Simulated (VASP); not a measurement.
# Fe (P6_3/mmc) in VASP: further runs, part 2 of 3

VASP 6.6.1. The steps go on from the part before.

## Step 4: Single point, PBEsol+D4, collinear spin, ferromagnetic start

This run uses another cell than the first one, of 9.66 Å³/atom, 1.043 times its volume.

Contents of INCAR:

```
SYSTEM = Fe
PREC = Accurate
ENCUT = 520
EDIFF = 1E-7
ISMEAR = -1
SIGMA = 0.05
LREAL = .False.
LASPH = .True.
NELM = 150
ALGO = Fast
ISIF = 2
LWAVE = .False.
LCHARG = .True.
ISPIN = 2
MAGMOM = 3 3
LORBIT = 11
LMAXMIX = 4
GGA = PS
IVDW = 13
LELF = .True.
LVHAR = .True.
NBANDS = 19
```

Contents of KPOINTS:

```
regular mesh
0
Gamma
  12 12 7
  0 0 0
```

Contents of POSCAR:

```
Fe
1.0
    2.4178204650      0.0000000000      0.0000000000
   -1.2089102325      2.0938939445      0.0000000000
    0.0000000000      0.0000000000      3.8161488980
Fe
2
Direct
    0.6666666667      0.3333333333      0.7500000000
    0.3333333333      0.6666666667      0.2500000000
```

Potentials or basis: VASP PAW PBE potentials, release 64 (Fe).

The run is started by

```console
$ cat potpaw_PBE.64/Fe/POTCAR > POTCAR
$ mpirun -np 1 vasp_std > vasp.out
```

OUTCAR:

```text
SYSTEM = Fe
   PREC = Accurate
   ENCUT = 520
   EDIFF = 1E-7
   ISMEAR = -1
   LREAL = .False.
   LASPH = .True.
   NELM = 150
   ISIF = 2
   ISPIN = 2
   LORBIT = 11
   GGA = PS
   IVDW = 13

 ion  position               nearest neighbor table
   1  0.667  0.333  0.750-   2 2.36   2 2.36   2 2.36   2 2.36   2 2.36   2 2.36
   2  0.333  0.667  0.250-   1 2.36   1 2.36   1 2.36   1 2.36   1 2.36   1 2.36

  LATTYP: Found a hexagonal cell.
 ALAT       =     2.4178204650
 C/A-ratio  =     1.5783425417

  Lattice vectors:

 A1 = (   2.4178204650,   0.0000000000,   0.0000000000)
 A2 = (  -1.2089102325,   2.0938939445,   0.0000000000)
 A3 = (   0.0000000000,   0.0000000000,   3.8161488980)

Analysis of symmetry for initial positions (statically):
=====================================================================
 Subroutine PRICEL returns:
 Original cell was already a primitive cell.

 Routine SETGRP: Setting up the symmetry group for a
 hexagonal supercell.

 Subroutine GETGRP returns: Found 24 space group operations
 (whereof 12 operations were pure point group operations)
 out of a pool of 24 trial point group operations.

The static configuration has the point symmetry D_3d.
 The point group associated with its full space group is D_6h.

Analysis of symmetry for dynamics (positions and initial velocities):
=====================================================================
 Subroutine PRICEL returns:
 Original cell was already a primitive cell.

 Routine SETGRP: Setting up the symmetry group for a
 hexagonal supercell.

 Subroutine GETGRP returns: Found 24 space group operations
 (whereof 12 operations were pure point group operations)
 out of a pool of 24 trial point group operations.

The dynamic configuration has the point symmetry D_3d.
 The point group associated with its full space group is D_6h.

Analysis of structural, dynamic, and magnetic symmetry:
=====================================================================
 Subroutine PRICEL returns:
 Original cell was already a primitive cell.

 Routine SETGRP: Setting up the symmetry group for a
 hexagonal supercell.

 Subroutine GETGRP returns: Found 24 space group operations
 (whereof 12 operations were pure point group operations)
 out of a pool of 24 trial point group operations.

The overall configuration has the point symmetry D_3d.
 The point group associated with its full space group is D_6h.

 Subroutine INISYM returns: Found 24 space group operations
 (whereof 12 operations are pure point group operations),
 and found     1 'primitive' translations

----------------------------------------------------------------------------------------

                                     Primitive cell

  volume of cell :      19.3199

  direct lattice vectors                    reciprocal lattice vectors
     2.417820465  0.000000000  0.000000000     0.413595639  0.238789553  0.000000000
    -1.208910233  2.093893944  0.000000000     0.000000000  0.477579107  0.000000000
     0.000000000  0.000000000  3.816148898     0.000000000  0.000000000  0.262044283

  length of vectors
     2.417820465  2.417820465  3.816148898     0.477579107  0.477579107  0.262044283

  position of ions in fractional coordinates (direct lattice)
     0.666666667  0.333333333  0.750000000
     0.333333333  0.666666667  0.250000000
[... 72 lines left out ...]
   LNONCOLLINEAR =      F non collinear calculations
   LSORBIT =      F    spin-orbit coupling
   LASPH  =      T    aspherical Exc in radial PAW
   ENCUT  =  520.0 eV  38.22 Ry    6.18 a.u.   4.50  4.50  7.10*2*pi/ulx,y,z
   NELM   =    150;   NELMIN=  2; NELMDL= -5     # of ELM steps
   EDIFF  = 0.1E-06   stopping-criterion for ELM
   LREAL  =      F    real-space projection
   EDIFFG = 0.1E-05   stopping-criterion for IOM
   NSW    =      0    number of steps for IOM
   IBRION =     -1    ionic relax: 0-MD 1-quasi-New 2-CG
   NFREE  =      0    steps in history (QN), initial steepest desc. (CG)
   ISIF   =      2    stress and relaxation
   ISYM   =      2    0-nonsym 1-usesym 2-fastsym
   POTIM  = 0.5000    time-step for ionic-motion
   TEBEG  =    0.0;   TEEND  =   0.0 temperature during run
   PSTRESS=    0.0 pullay stress
   NELECT =      16.0000    total number of electrons
   NUPDOWN=      -1.0000    fix difference up-down
   EMIN   =  10.00;   EMAX   =-10.00  energy-range for DOS
   EFERMI =   0.00;   METHOD = LEGACY
   ISMEAR =    -1;   SIGMA  =   0.05  broadening in eV -4-tet -1-fermi 0-gaus
   EFERMI_NEDOS =   21; number of points for ismear=-14 and -15
   IALGO  =     68    algorithm
   IMIX   =      4    mixing-type and parameters
     AMIX     =   0.40;   BMIX     =  1.00
     AMIX_MAG =   1.60;   BMIX_MAG =  1.00
  volume/ion in A,a.u.               =       9.66        65.19
  Fermi-wavevector in a.u.,A,eV,Ry     =   1.537376  2.905220 32.157716  2.363525
  Thomas-Fermi vector in A             =   2.643894
   LORBIT       =     11    0 simple, 1 ext, 2 COOP (PROOUT), +10 PAW based schemes
   GGA     = PS    functional components
   LHFCALC =     F    Hartree Fock is set to
   AEXX    =    0.0000 exact exchange contribution
   IVDW    =    13    specifies the selected vdW correction
   LEPSILON=     F    determine dielectric tensor
   LRPA    =     F    only Hartree local field effects (RPA)
 spin polarized calculation
 RMM-DIIS sequential band-by-band and
  energy-cutoff  :      520.00
  volume of cell :       19.32
 maximum number of plane-waves:       537
 NGX is ok and might be reduce to    18
   NGX =  9   NGY =  9   NGZ = 15

 number of electron      15.9999996 magnetization      -0.0001417

 number of electron      15.9999996 magnetization       0.0001300

 Free energy of the ion-electron system (eV)
  ---------------------------------------------------
  ext. energy  EPLUGINS =         0.00000000
  ---------------------------------------------------
  free energy    TOTEN  =       -17.87959866 eV

  energy without entropy =      -17.86071416  energy(sigma->0) =      -17.87015641

 E-fermi :   7.3934     XC(G=0): -14.2674

 val. band max:        7.3716896414   @ k =   0.3333   0.3333   0.2857
 cond. band min:       7.3954545004   @ k =   0.3333   0.2500   0.2857
 fundamental gap:      0.0237648590
 Fermi energy:         7.3933629210

 spin component 1

 k-point     1 :       0.0000    0.0000    0.0000
  band No.  band energies     occupation
      1      -1.9062      1.00000
      2       2.0773      1.00000
      3       5.5726      1.00000
      4       5.5726      1.00000
      5       5.7269      1.00000
      6       6.0848      1.00000
[... 517 lines left out ...]
     18      31.8792      0.00000
     19      33.7226      0.00000

 [... further k-points ...]

 spin component 2

 k-point     1 :       0.0000    0.0000    0.0000
  band No.  band energies     occupation
      1      -1.9062      1.00000
      2       2.0774      1.00000
      3       5.5727      1.00000
      4       5.5727      1.00000
      5       5.7270      1.00000
      6       6.0849      1.00000
[... 517 lines left out ...]
     18      31.8792      0.00000
     19      33.7226      0.00000

 [... further k-points ...]

------------------------ aborting loop because EDIFF is reached ----------------------------------------

  DFT-D4 for vdW energy calculation

  Edisp (eV):   -0.47187

  FORCE on cell =-STRESS in cart. coord.  units (eV):
  Direction    XX          YY          ZZ          XY          YZ          ZX
  --------------------------------------------------------------------------------------
  -------------------------------------------------------------------------------------
  Total       0.06693     0.06693     0.30328     0.00000    -0.00000     0.00000
  in kB       5.55084     5.55084    25.15079     0.00000    -0.00000     0.00000
  external pressure =       12.08 kB  Pullay stress =        0.00 kB

 VOLUME and BASIS-vectors are now :
 -----------------------------------------------------------------------------
  energy-cutoff  :      520.00
  volume of cell :       19.32
      direct lattice vectors                 reciprocal lattice vectors
     2.417820465  0.000000000  0.000000000     0.413595639  0.238789553  0.000000000
    -1.208910233  2.093893944  0.000000000     0.000000000  0.477579107  0.000000000
     0.000000000  0.000000000  3.816148898     0.000000000  0.000000000  0.262044283

 POSITION                                       TOTAL-FORCE (eV/Angst)
 -----------------------------------------------------------------------------------
      1.20891      0.69796      2.86211        -0.000000     -0.000000      0.000000
     -0.00000      1.39593      0.95404         0.000000      0.000000      0.000000
 -----------------------------------------------------------------------------------
    total drift:                                0.000000     -0.000000     -0.000000

  FREE ENERGIE OF THE ION-ELECTRON SYSTEM (eV)
  ---------------------------------------------------
  free  energy   TOTEN  =       -18.3514691023 eV

  energy  without entropy=      -18.3325845964  energy(sigma->0) =      -18.34202685

 total charge

# of ion       s       p       d       tot
------------------------------------------
    1        0.566   0.697   6.397   7.661
    2        0.566   0.697   6.397   7.661
--------------------------------------------------
tot          1.133   1.394  12.795  15.322

 magnetization (x)

# of ion       s       p       d       tot
------------------------------------------
    1       -0.000  -0.000   0.000   0.000
    2       -0.000  -0.000   0.000   0.000
--------------------------------------------------
tot         -0.000  -0.000   0.000   0.000
```

stdout:

```text
POSCAR found type information on POSCAR Fe
 POSCAR found :  1 types and       2 ions
 scaLAPACK will be used
 -----------------------------------------------------------------------------
|                                                                             |
|                                                                             |
|     You enforced a specific xc type in the INCAR file but a different       |
|     I HOPE YOU KNOW WHAT YOU ARE DOING!                                     |
|                                                                             |
 -----------------------------------------------------------------------------

 LDA part: xc-table for (Slater+PW92), standard interpolation
 POSCAR, INCAR and KPOINTS ok, starting setup
 FFT: planning ... GRIDC
 FFT: planning ... GRID_SOFT
 FFT: planning ... GRID
 WAVECAR not read
 entering main loop
WARNING in EDDRMM: call to ZHEGV failed, returncode =   8  4     16
WARNING in EDDRMM: call to ZHEGV failed, returncode =   6  3     19
 num prob WARNING in EDDRMM: call to ZHEGV failed, returncode =   8  4     19
 num prob RMM:  15    -0.178795991698E+02    0.11426E-06   -0.84757E-07  6796   0.676E-03    0.216E-03
 num prob  num prob WARNING in EDDRMM: call to ZHEGV failed, returncode =   6  3     18
 num prob  num prob  num prob  num prob  num prob  num prob WARNING in EDDRMM: call to ZHEGV failed, returncode =   6  3     18
 num prob  num prob WARNING in EDDRMM: call to ZHEGV failed, returncode =   8  4     15
 num prob  num prob  num prob  num prob  num prob  num prob RMM:  17    -0.178795986627E+02    0.48002E-07   -0.29055E-08  3736   0.143E-03
```

Run time: 65 s. Hardware: 1 thread of AMD EPYC 7R43 (Zen 3), shared host; peak memory 0.12 GiB.

Results:

- Free energy: -18.3515 eV
- Pressure: 1.2 GPa
- Band gap on the k mesh: zero (filled and empty bands overlap)
- Net moment: 0.00 μB per cell
- Valence electrons inside the program's atomic spheres: Fe 7.66
- Dispersion energy per atom: -0.236 eV

Levels at points of the mesh, in eV from the Fermi level:
Spin up:
| k point | band 4 | band 5 | band 6 | band 7 | band 8 | band 9 | band 10 | band 11 | band 12 | band 13 |
| --- | --- | --- | --- | --- | --- | --- | --- | --- | --- | --- |
| (0.00, 0.00, 0.00) | -1.82 | -1.67 | -1.31 | -1.31 | -0.94 | -0.94 | 0.52 | 0.75 | 0.75 | 9.31 |
| (0.50, 0.00, 0.00) | -2.22 | -2.15 | -1.66 | -1.17 | 0.86 | 1.11 | 1.16 | 2.83 | 5.10 | 11.74 |
Spin down:
```csv
k point,band 5,band 6,band 7,band 8,band 9,band 10,band 11,band 12
"(0.00, 0.00, 0.00)",-1.67,-1.31,-1.31,-0.94,-0.94,0.52,0.75,0.75
"(0.50, 0.00, 0.00)",-2.15,-1.66,-1.17,0.86,1.11,1.16,2.83,5.10
```

Caveat: the starting moments collapsed, and a magnetic state may lie lower; the PAW data sets were made with another functional, which shifts forces and pressure a little; pairwise dispersion overbinds metals, which lowers pressure and volume.

(Continued in part 3 of 3.)
